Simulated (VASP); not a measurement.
Wanted: the native input for a VASP 6.6.1 run.

```
Task                   : single point
Functional             : LDA
Potentials or basis    : VASP PAW LDA potentials, release 64 (Ga_d)
Cutoff                 : 520 eV
k mesh                 : 10 × 10 × 10
Occupations            : gaussian, width 0.15 eV
Spin                   : no spin polarisation
Dipole correction      : no
Further INCAR settings : ALGO = Fast; EDIFF = 1e-07; NBANDS = 34
```

The structure of Ga lies in POSCAR:

```
Ga
1.0
    2.2085777266     -3.7454996903     -0.0828216647
    2.2085777266      3.7454996903     -0.0828216647
   -0.1664652323      0.0000000000      4.6055380942
Ga
4
Direct
    0.1560190462      0.8439809538      0.0845038705
    0.6560190462      0.3439809538      0.4154961295
    0.8439809538      0.1560190462      0.9154961295
    0.3439809538      0.6560190462      0.5845038705
```

This cell differs from its parent crystal: engineering shear strain xz -0.0750, normal strain along z +0.0375.

These files were run (other wordings do the same):

INCAR

```
SYSTEM = Ga
PREC     = Accurate       ! precision mode
ENCUT    = 520            ! plane-wave cutoff, eV
EDIFF    = 1E-7           ! SCF threshold, eV
ISMEAR   = 0              ! smearing method
SIGMA    = 0.15           ! smearing width, eV
LREAL    = .False.        ! projectors in reciprocal space
LASPH    = .True.         ! aspherical terms in the spheres
NELM     = 60             ! most SCF steps
ALGO     = Fast           ! electronic algorithm
ISIF     = 2              ! what is computed and relaxed
LWAVE    = .False.        ! write WAVECAR
LCHARG   = .False.        ! write CHGCAR
GGA      = CA             ! functional
NBANDS   = 34             ! bands
```

KPOINTS

```
regular mesh
0
Gamma
  10 10 10
  0 0 0
```

Potentials or basis: VASP PAW LDA potentials, release 64 (Ga_d).

Run with:

```sh
$ cat potpaw_LDA.64/Ga_d/POTCAR > POTCAR
$ mpirun -np 1 vasp_std > vasp.out
```

It gave:

| Property | Result |
| --- | --- |
| Pressure | -1.5 GPa |
| Largest force | 0.137 eV/Å |
| Band gap on the k mesh | zero (bands 26 and 27 overlap by 1.36 eV) |

Caveat: the cell differs from its parent crystal (engineering shear strain xz -0.0750, normal strain along z +0.0375).

It took 15 min on 1 thread of Oxide Virtual Turin-like Processor, on a shared host, peak memory 0.51 GiB.
